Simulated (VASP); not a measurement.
# CdH2 (P4/mmm) in VASP: a series of runs

The runs below take CdH2 through single point, relaxation of cell and atoms, with PBE.

All numbers are computed with VASP 6.6.1; they aren't measurements. Logs are shortened: lines on timing, memory, paths and dates and some standing lists are left out, and cuts for length are marked.

## Step 1: The cell of the first run

It takes space group P4/mmm (No. 123, tetragonal). Conventional cell: a = 3.163 Å, b = 3.163 Å, c = 3.712 Å, α = 90.00°, β = 90.00°, γ = 90.00°. Cd (site symmetry 4/mmm) has 6 H at 1.86 to 2.24 Å within 2.5 Å. Within 3.0 Å of H (site symmetry 4/mmm) lie 4 Cd at 2.24 Å and 8 H at 2.91 Å. H (site symmetry 4/mmm) has 2 Cd at 1.86 Å within 2.5 Å.

## Step 2: Single point, PBE

The input, INCAR:

```
PREC = Accurate
ENCUT = 520
EDIFF = 1E-7
ISMEAR = 0
SIGMA = 0.1
LREAL = False
LASPH = True
NELM = 80
ALGO = Normal
ISIF = 2
LWAVE = False
LCHARG = False
GGA = PE
NBANDS = 14
```

The input, KPOINTS:

```
regular mesh
0
Gamma
  6 6 4
```

The input, POSCAR:

```
CdH2
1.0
    3.1631966694      0.0000000000      0.0000000000
    0.0000000000      3.1631966694      0.0000000000
    0.0000000000      0.0000000000      3.7119006443
Cd H
1 2
Direct
    0.0000000000      0.0000000000      0.5000000000
    0.5000000000      0.5000000000      0.5000000000
    0.0000000000      0.0000000000      0.0000000000
```

Potentials or basis: VASP PAW PBE potentials, release 64 (Cd, H).

On the command line:

```console
$ cat potpaw_PBE.64/Cd/POTCAR potpaw_PBE.64/H/POTCAR > POTCAR
$ mpirun -np 1 vasp_std > vasp.out
```

OUTCAR:

```text
PREC = Accurate
   ENCUT = 520
   EDIFF = 1E-7
   ISMEAR = 0
   LREAL = False
   LASPH = True
   NELM = 80
   ISIF = 2
   GGA = PE

 ion  position               nearest neighbor table
   1  0.000  0.000  0.500-   3 1.86   3 1.86   2 2.24   2 2.24   2 2.24   2 2.24
   2  0.500  0.500  0.500-   1 2.24   1 2.24   1 2.24   1 2.24
   3  0.000  0.000  0.000-   1 1.86   1 1.86

  LATTYP: Found a simple tetragonal cell.
 ALAT       =     3.1631966694
 C/A-ratio  =     1.1734650204

  Lattice vectors:

 A1 = (   3.1631966694,   0.0000000000,   0.0000000000)
 A2 = (   0.0000000000,   3.1631966694,   0.0000000000)
 A3 = (   0.0000000000,   0.0000000000,   3.7119006443)

Analysis of symmetry for initial positions (statically):
=====================================================================
 Subroutine PRICEL returns:
 Original cell was already a primitive cell.

 Routine SETGRP: Setting up the symmetry group for a
 simple tetragonal supercell.

 Subroutine GETGRP returns: Found 16 space group operations
 (whereof 16 operations were pure point group operations)
 out of a pool of 16 trial point group operations.

The static configuration has the point symmetry D_4h.

Analysis of symmetry for dynamics (positions and initial velocities):
=====================================================================
 Subroutine PRICEL returns:
 Original cell was already a primitive cell.

 Routine SETGRP: Setting up the symmetry group for a
 simple tetragonal supercell.

 Subroutine GETGRP returns: Found 16 space group operations
 (whereof 16 operations were pure point group operations)
 out of a pool of 16 trial point group operations.

The dynamic configuration has the point symmetry D_4h.

 Subroutine INISYM returns: Found 16 space group operations
 (whereof 16 operations are pure point group operations),
 and found     1 'primitive' translations

----------------------------------------------------------------------------------------

                                     Primitive cell

  volume of cell :      37.1406

  direct lattice vectors                    reciprocal lattice vectors
     3.163196669  0.000000000  0.000000000     0.316135892  0.000000000  0.000000000
     0.000000000  3.163196669  0.000000000     0.000000000  0.316135892  0.000000000
     0.000000000  0.000000000  3.711900644     0.000000000  0.000000000  0.269403763

  length of vectors
     3.163196669  3.163196669  3.711900644     0.316135892  0.316135892  0.269403763

  position of ions in fractional coordinates (direct lattice)
     0.000000000  0.000000000  0.500000000
     0.500000000  0.500000000  0.500000000
     0.000000000  0.000000000  0.000000000

  ion indices of the primitive-cell ions
   primitive index   ion index
                 1           1
                 2           2
                 3           3

----------------------------------------------------------------------------------------

 KPOINTS: regular mesh

Automatic generation of k-mesh.
 Grid dimensions read from file:
 generate k-points for:    6    6    4

 Generating k-lattice:

  Cartesian coordinates                     Fractional coordinates (reciprocal lattice)
     0.052689315  0.000000000  0.000000000     0.166666667  0.000000000  0.000000000
     0.000000000  0.052689315  0.000000000     0.000000000  0.166666667  0.000000000
     0.000000000  0.000000000  0.067350941     0.000000000  0.000000000  0.250000000

  Length of vectors
     0.052689315  0.052689315  0.067350941

  Shift w.r.t. Gamma in fractional coordinates (k-lattice)
     0.000000000  0.000000000  0.000000000

 Subroutine IBZKPT returns following result:
 ===========================================

 Found     30 irreducible k-points:

 Following reciprocal coordinates:
            Coordinates               Weight
  0.000000  0.000000  0.000000      1.000000
  0.166667  0.000000  0.000000      4.000000
  0.333333  0.000000  0.000000      4.000000
  0.500000  0.000000  0.000000      2.000000
  0.166667  0.166667  0.000000      4.000000
  0.333333  0.166667  0.000000      8.000000
[... 16 lines left out ...]
  0.333333  0.000000  0.500000      4.000000
  0.500000  0.000000  0.500000      2.000000
 [... further k-points ...]
   k-points           NKPTS =     30   k-points in BZ     NKDIM =     30   number of bands    NBANDS=     14
   number of dos      NEDOS =    301   number of ions     NIONS =      3
   total plane-waves  NPLWV =  16128
   dimension x,y,z NGX =    24 NGY =   24 NGZ =   28
   dimension x,y,z NGXF=    48 NGYF=   48 NGZF=   56
   ions per type =               1   2
   NGX,Y,Z   is equivalent  to a cutoff of  12.61, 12.61, 12.54 a.u.
   NGXF,Y,Z  is equivalent  to a cutoff of  25.23, 25.23, 25.08 a.u.
 SYSTEM =  unknown system
   PREC   = accura    normal or accurate (medium, high low for compatibility)
   ISTART =      0    job   : 0-new  1-cont  2-samecut
   ICHARG =      2    charge: 1-file 2-atom 10-const
[... 29 lines left out ...]
  Thomas-Fermi vector in A             =   2.318842
   LORBIT       =      0    0 simple, 1 ext, 2 COOP (PROOUT), +10 PAW based schemes
   GGA     = PE    functional components
   LHFCALC =     F    Hartree Fock is set to
   AEXX    =    0.0000 exact exchange contribution
   IVDW    =     0    specifies the selected vdW correction
   LEPSILON=     F    determine dielectric tensor
   LRPA    =     F    only Hartree local field effects (RPA)
 non-spin polarized calculation
 Gauss-broadening in eV      SIGMA  =   0.10
  energy-cutoff  :      520.00
  volume of cell :       37.14
 maximum number of plane-waves:      1016
 NGX is ok and might be reduce to    24
   NGX = 11   NGY = 11   NGZ = 13

 number of electron      14.0000008 magnetization

 Free energy of the ion-electron system (eV)
  ---------------------------------------------------
  ext. energy  EPLUGINS =         0.00000000
  ---------------------------------------------------
  free energy    TOTEN  =        -6.45750307 eV

  energy without entropy =       -6.45623375  energy(sigma->0) =       -6.45686841

 E-fermi :   0.6435     XC(G=0):  -9.2351

 val. band max:        0.5960571954   @ k =   0.1667   0.1667   0.0000
 cond. band min:       0.8555815715   @ k =   0.1667   0.0000   0.0000
 fundamental gap:      0.2595243762
 Fermi energy:         0.6434508583

 k-point     1 :       0.0000    0.0000    0.0000
  band No.  band energies     occupation
      1      -9.2088      2.00000
      2      -8.6064      2.00000
      3      -8.1182      2.00000
      4      -7.7721      2.00000
      5      -7.7721      2.00000
      6      -7.7119      2.00000
      7       1.5453      0.00000
      8       4.9517      0.00000
      9       8.7344      0.00000
     10       8.7344      0.00000
     11       9.7843      0.00000
     12      12.1850      0.00000
     13      12.6723      0.00000
     14      19.1296      0.00000

 k-point     2 :       0.1667    0.0000    0.0000
  band No.  band energies     occupation
      1      -9.1558      2.00000
      2      -8.5061      2.00000
      3      -7.8562      2.00000
      4      -7.7901      2.00000
      5      -7.7648      2.00000
      6      -7.6624      2.00000
      7       0.8556      0.00270
      8       5.4556      0.00000
      9       6.5273      0.00000
     10       9.2884      0.00000
     11      10.0998      0.00000
     12      11.7578      0.00000
     13      15.5981      0.00000
     14      16.7291      0.00000

 k-point     3 :       0.3333    0.0000    0.0000
  band No.  band energies     occupation
      1      -9.0629      2.00000
      2      -8.3308      2.00000
      3      -8.0179      2.00000
      4      -7.9419      2.00000
      5      -7.7502      2.00000
      6      -6.2639      2.00000
      7      -1.3720      2.00000
      8       5.8325      0.00000
      9       6.7845      0.00000
     10       8.3888      0.00000
     11      10.7735      0.00000
     12      11.9882      0.00000
     13      13.4058      0.00000
     14      16.7475      0.00000
[... 324 lines left out ...]
 k-point    23 :       0.3333    0.0000    0.5000
  band No.  band energies     occupation
      1      -8.4812      2.00000
      2      -8.1828      2.00000
      3      -7.9496      2.00000
      4      -7.9336      2.00000
      5      -7.8252      2.00000
      6      -4.5367      2.00000
      7      -3.6007      2.00000
      8       1.4589      0.00000
      9       5.7204      0.00000
     10      10.2742      0.00000
     11      12.0689      0.00000
     12      12.7145      0.00000
     13      16.0686      0.00000
     14      19.1357      0.00000

 k-point    24 :       0.5000    0.0000    0.5000
  band No.  band energies     occupation
      1      -8.4214      2.00000
      2      -8.2767      2.00000
      3      -8.0061      2.00000
      4      -7.8160      2.00000
      5      -7.7265      2.00000
      6      -3.6147      2.00000
      7      -3.2440      2.00000
      8      -0.3570      2.00000
      9       4.9124      0.00000
     10      10.1519      0.00000
     11      12.3094      0.00000
     12      14.5412      0.00000
     13      16.6931      0.00000
     14      17.3626      0.00000

 [... further k-points ...]
[... 5 lines left out ...]
  --------------------------------------------------------------------------------------
  -------------------------------------------------------------------------------------
  Total        0.0075308      0.0075308      0.0984016      0.0000000      0.0000000     -0.0000000
  in kB        0.3248632      0.3248632      4.2448664      0.0000000      0.0000000     -0.0000000
  external PRESSURE =       1.6315309 kB  Pullay stress =       0.0000000 kB

 VOLUME and BASIS-vectors are now :
 -----------------------------------------------------------------------------
  energy-cutoff  :      520.00
  volume of cell :       37.14
      direct lattice vectors                 reciprocal lattice vectors
     3.163196669  0.000000000  0.000000000     0.316135892  0.000000000  0.000000000
     0.000000000  3.163196669  0.000000000     0.000000000  0.316135892  0.000000000
     0.000000000  0.000000000  3.711900644     0.000000000  0.000000000  0.269403763

 POSITION                                       TOTAL-FORCE (eV/Angst)
 -----------------------------------------------------------------------------------
      0.00000      0.00000      1.85595         0.000000      0.000000      0.000000
      1.58160      1.58160      1.85595         0.000000      0.000000      0.000000
      0.00000      0.00000      0.00000         0.000000      0.000000      0.000000
 -----------------------------------------------------------------------------------
    total drift:                                0.000000      0.000000      0.000000

  FREE ENERGIE OF THE ION-ELECTRON SYSTEM (eV)
  ---------------------------------------------------
  free  energy   TOTEN  =        -6.4575030703 eV

  energy  without entropy=       -6.4562337494  energy(sigma->0) =       -6.45686841
```

Run time: 27 s. Hardware: 1 thread of AMD EPYC 7R13, shared host; peak memory 0.12 GiB.

Results:

```
Free energy            : -6.4575 eV
Pressure               : 0.2 GPa
Band gap on the k mesh : zero (band 7 reaches 1.55 eV, above the bottom of band 8 at -0.36 eV)
```

Levels at points of the mesh, in eV from the Fermi level:
| k point | band 4 | band 5 | band 6 | band 7 | band 8 | band 9 | band 10 | band 11 |
| --- | --- | --- | --- | --- | --- | --- | --- | --- |
| (0.00, 0.00, 0.00) | -8.42 | -8.42 | -8.36 | 0.90 | 4.31 | 8.09 | 8.09 | 9.14 |
| (0.50, 0.00, 0.00) | -8.66 | -8.39 | -4.86 | -4.53 | 5.87 | 6.27 | 7.26 | 10.98 |
| (0.50, 0.50, 0.00) | -8.68 | -8.09 | -2.36 | -0.78 | 1.03 | 1.03 | 9.84 | 9.98 |
| (0.00, 0.00, 0.50) | -8.50 | -8.35 | -6.26 | -5.18 | 6.12 | 7.36 | 9.71 | 9.71 |
| (0.50, 0.00, 0.50) | -8.46 | -8.37 | -4.26 | -3.89 | -1.00 | 4.27 | 9.51 | 11.67 |
| (0.50, 0.50, 0.50) | -8.44 | -8.09 | -2.89 | -0.45 | 2.45 | 2.45 | 3.14 | 7.44 |

Caveat: the k points lie up to 0.42 Å⁻¹ apart.

## Step 3: Relaxation of cell and atoms, PBE

This run uses another cell than the first one, of 15.25 Å³/atom, 1.232 times its volume.

The input, INCAR:

```
  ALGO = Normal
  EDIFF = 1E-6
  EDIFFG = -0.04
  ENCUT = 600
  GGA = PE
  IBRION = 2
  ISIF = 3
  ISMEAR = 0
  LASPH = True
  LCHARG = False
  LREAL = False
  LWAVE = False
  NELM = 60
  NSW = 90
  PREC = Accurate
  SIGMA = 0.1
```

The input, KPOINTS:

```
k-points
0
Gamma
  6 6 4
```

The input, POSCAR:

```
CdH2
1.0
    3.2955001600      0.0000000000      0.0000000000
    0.0000000000      3.2955001600      0.0000000000
    0.0000000000      0.0000000000      4.2128918700
Cd H
1 2
Direct
    0.0000000000      0.0000000000      0.5000000000
    0.5000000000      0.5000000000      0.5000000000
    0.0000000000      0.0000000000      0.0000000000
```

Potentials or basis: VASP PAW PBE potentials, release 64 (Cd, H).

On the command line:

```console
$ cat potpaw_PBE.64/Cd/POTCAR potpaw_PBE.64/H/POTCAR > POTCAR
$ mpirun -np 1 vasp_std > vasp.out
```

Wall time 2 min (1 thread of AMD EPYC 7R13, shared host); peak memory 0.16 GiB.

The run converged. Its results:

- Free energy: -6.4606 eV
- Relaxed volume: 12.49 Å³/atom
- Relaxed cell: a = 3.175 Å, b = 3.175 Å, c = 3.717 Å, α = 90.00°, β = 90.00°, γ = 90.00°
- Space group after relaxing (to 0.05 Å): P4/mmm (No. 123)
- Energy gained by relaxing: 109.5 meV/atom
- Ionic steps: 5
- Pressure after relaxing: -0.2 GPa
- Band gap on the k mesh: zero (band 7 reaches 1.48 eV, above the bottom of band 8 at -0.41 eV)

Stress tensor (GPa, compression positive):
```
-0.39  0.00  0.00
 0.00 -0.39  0.00
 0.00  0.00  0.16
```

Step by step:
```
step  energy change (eV)  largest force (eV/Å)  pressure (GPa)  volume (Å³)
   1              0.0000                0.0000           -7.48        45.75
   2             -0.2458                0.0000           -4.65        41.17
   3             -0.3246                0.0000           -1.29        38.20
   4             -0.3284                0.0000            0.01        37.31
   5             -0.3285                0.0000           -0.21        37.47
```

Final structure:
```
CELL_PARAMETERS angstrom
3.17504 0.00000 0.00000
0.00000 3.17504 0.00000
0.00000 0.00000 3.71659
ATOMIC_POSITIONS crystal
Cd 0.00000 0.00000 0.50000
H 0.50000 0.50000 0.50000
H 0.00000 0.00000 0.00000
```

Levels at points of the mesh, in eV from the Fermi level:
```csv
k point,band 3,band 4,band 5,band 6,band 7,band 8,band 9,band 10,band 11
"(0.00, 0.00, 0.00)",-8.68,-8.39,-8.39,-8.34,0.90,4.35,8.05,8.05,9.09
"(0.50, 0.00, 0.00)",-8.71,-8.63,-8.37,-4.79,-4.52,5.85,6.27,7.26,10.98
"(0.50, 0.50, 0.00)",-8.65,-8.65,-8.07,-2.37,-0.78,1.05,1.05,9.77,9.94
"(0.00, 0.00, 0.50)",-8.47,-8.47,-8.33,-6.20,-5.13,6.07,7.35,9.67,9.67
"(0.50, 0.00, 0.50)",-8.62,-8.44,-8.35,-4.19,-3.86,-0.99,4.29,9.46,11.63
"(0.50, 0.50, 0.50)",-8.79,-8.42,-8.07,-2.88,-0.45,2.47,2.47,3.09,7.49
```

Caveat: the k points lie up to 0.42 Å⁻¹ apart in the final cell; the volume moved by over 15 % at a fixed basis, so the end points are rough.

## Step 4: Single point, PBE

The input, INCAR:

```
ALGO = Normal ; EDIFF = 1E-6
ENCUT = 520 ; GGA = PE
ISIF = 2 ; ISMEAR = 0
LASPH = T ; LCHARG = T
LELF = T ; LREAL = F
LVHAR = T ; LWAVE = F
NBANDS = 14 ; NELM = 60
PREC = Accurate ; SIGMA = 0.1
```

The input, KPOINTS:

```
k-points
0
Gamma
  14 14 12
```

The input, POSCAR:

```
CdH2
1.0
    3.1633594439      0.0000000000      0.0000000000
    0.0000000000      3.1633594439      0.0000000000
    0.0000000000      0.0000000000      3.7080338144
Cd H
1 2
Direct
    0.0000000000      0.0000000000      0.5000000000
    0.5000000000      0.5000000000      0.5000000000
    0.0000000000      0.0000000000      0.0000000000
```

On the command line:

```console
$ cat potpaw_PBE.64/Cd/POTCAR potpaw_PBE.64/H/POTCAR > POTCAR
$ mpirun -np 1 vasp_std > vasp.out
```

It took 3.1 min on 1 thread of AMD EPYC 7R13, shared host; peak memory 0.21 GiB.

It converged, with:

* Free energy: -6.4241 eV
* Pressure: 0.3 GPa
* Band gap on the k mesh: zero (band 7 reaches 1.57 eV, above the bottom of band 8 at -0.35 eV)

Stress tensor (GPa, compression positive):
```
0.13 0.00 0.00
0.00 0.13 0.00
0.00 0.00 0.51
```

Levels at points of the mesh, in eV from the Fermi level:
```csv
k point,band 5,band 6,band 7,band 8,band 9,band 10
"(0.00, 0.00, 0.00)",-8.24,-8.18,1.11,4.51,8.27,8.27
"(0.50, 0.00, 0.00)",-8.21,-4.66,-4.35,6.08,6.46,7.46
"(0.50, 0.50, 0.00)",-7.92,-2.17,-0.59,1.21,1.21,10.05
"(0.00, 0.00, 0.50)",-8.18,-6.07,-4.99,6.32,7.56,9.90
"(0.50, 0.00, 0.50)",-8.19,-4.06,-3.70,-0.81,4.46,9.70
"(0.50, 0.50, 0.50)",-7.91,-2.70,-0.26,2.63,2.63,3.32
```

## Step 5: Relaxation of cell and atoms, PBE

The input, INCAR:

```
PREC = Accurate
ENCUT = 600
EDIFF = 1E-6
ISMEAR = 0
SIGMA = 0.1
LREAL = False
LASPH = True
NELM = 60
ALGO = Normal
ISIF = 3
LWAVE = False
LCHARG = False
GGA = PE
IBRION = 2
NSW = 100
EDIFFG = -0.01
```

The input, KPOINTS:

```
regular mesh
0
Gamma
  14 14 12
```

The input, POSCAR:

```
CdH2
1.0
    3.1631966694      0.0000000000      0.0000000000
    0.0000000000      3.1631966694      0.0000000000
    0.0000000000      0.0000000000      3.7119006443
Cd H
1 2
Direct
    0.0000000000      0.0000000000      0.5000000000
    0.5000000000      0.5000000000      0.5000000000
    0.0000000000      0.0000000000      0.0000000000
```

On the command line:

```console
$ cat potpaw_PBE.64/Cd/POTCAR potpaw_PBE.64/H/POTCAR > POTCAR
$ mpirun -np 1 vasp_std > vasp.out
```

Wall time 3.2 min (1 thread of AMD EPYC 7R13, shared host); peak memory 0.25 GiB.

The run converged. Its results:

```yaml
Free_energy: -6.4246 eV
Relaxed_volume: 12.41 Å³/atom
Relaxed_cell: a = 3.165 Å, b = 3.165 Å, c = 3.717 Å, α = 90.00°, β = 90.00°, γ = 90.00°
Space_group_after_relaxing_to_0.05_Å: P4/mmm (No. 123)
Energy_gained_by_relaxing: 0.0 meV/atom
Ionic_steps: 2
Pressure_after_relaxing: 0.1 GPa
Band_gap_on_the_k_mesh: zero (band 7 reaches 1.53 eV, above the bottom of band 8 at -0.38 eV)
```

Final structure:
```
Cd H
1.0
     3.16470    0.00000    0.00000
     0.00000    3.16470    0.00000
     0.00000    0.00000    3.71664
Cd H
1 2
Direct
  0.00000 0.00000 0.50000
  0.50000 0.50000 0.50000
  0.00000 0.00000 0.00000
```

Levels at points of the mesh, in eV from the Fermi level:
```csv
k point,band 5,band 6,band 7,band 8,band 9,band 10
"(0.00, 0.00, 0.00)",-8.23,-8.17,1.10,4.49,8.28,8.28
"(0.50, 0.00, 0.00)",-8.20,-4.65,-4.33,6.05,6.46,7.43
"(0.50, 0.50, 0.00)",-7.91,-2.16,-0.58,1.23,1.23,10.00
"(0.00, 0.00, 0.50)",-8.17,-6.06,-4.96,6.31,7.57,9.89
"(0.50, 0.00, 0.50)",-8.18,-4.05,-3.67,-0.81,4.47,9.69
"(0.50, 0.50, 0.50)",-7.91,-2.67,-0.25,2.64,2.64,3.31
```

## Step 6: Summary

```csv
task,cell,k mesh,cutoff (eV),gap on the mesh (eV),pressure (GPa),relaxed volume (Å³/atom)
single point,"a = 3.163, b = 3.163, c = 3.712 Å, 3 atoms",6 × 6 × 4,520,none,0.2,-
relaxation of cell and atoms,"relaxed from a = 3.296, b = 3.296, c = 4.213 Å, 3 atoms",6 × 6 × 4,600,none,-0.2,12.49
single point,"a = 3.163, b = 3.163, c = 3.708 Å, 3 atoms",14 × 14 × 12,520,none,0.3,-
relaxation of cell and atoms,"relaxed from a = 3.163, b = 3.163, c = 3.712 Å, 3 atoms",14 × 14 × 12,600,none,0.1,12.41
```

Alike in all rows: level PBE; potentials or basis VASP PAW PBE potentials, release 64 (Cd, H); no spin polarisation; smearing gaussian 0.1 eV.

Caveats: some runs use coarse meshes; the volume moved by over 15 % at a fixed basis, so the end points are rough (some runs).

Total energies depend on the potentials used, so only differences within one code and one set of settings carry meaning.
